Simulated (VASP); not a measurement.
**ScF3: single point with LDA**

ScF3:

```
Sc F
1.0
     4.01245    0.00000    0.00000
     0.00000    4.01245    0.00000
     0.00000    0.00000    4.01245
Sc F
1 3
Cartesian
  0.0000 0.0000 0.0000
  2.0062 0.0000 0.0000
  0.0000 2.0062 0.0000
  0.0000 0.0000 2.0062
```

```yaml
Program: VASP 6.6.1
Task: single point
Functional: LDA
Potentials_or_basis: VASP PAW LDA potentials, release 64 (Sc_sv, F)
Cutoff: 600 eV
k_mesh: 3 × 3 × 3
Occupations: fermi-dirac, width 0.15 eV
Spin: no spin polarisation
```

```json
{
 "Pressure": "-2.3 GPa",
 "Band gap on the k mesh": "6.32 eV, indirect (least direct gap 6.70 eV)"
}
```

Levels at points of the mesh, in eV from the valence-band top:
```
           k point  band 13  band 14  band 15  band 16  band 17  band 18  band 19  band 20
(0.00, 0.00, 0.00)    -0.43    -0.38    -0.38    -0.38     6.32     6.32     6.32     7.76
```

Run time: 4.3 s on 1 thread of Intel(R) Xeon(R) 6975P-C (Granite Rapids), on a shared host, peak memory 0.15 GiB.

Caveat: the k points lie up to 0.52 Å⁻¹ apart. A k mesh can miss the band edges.
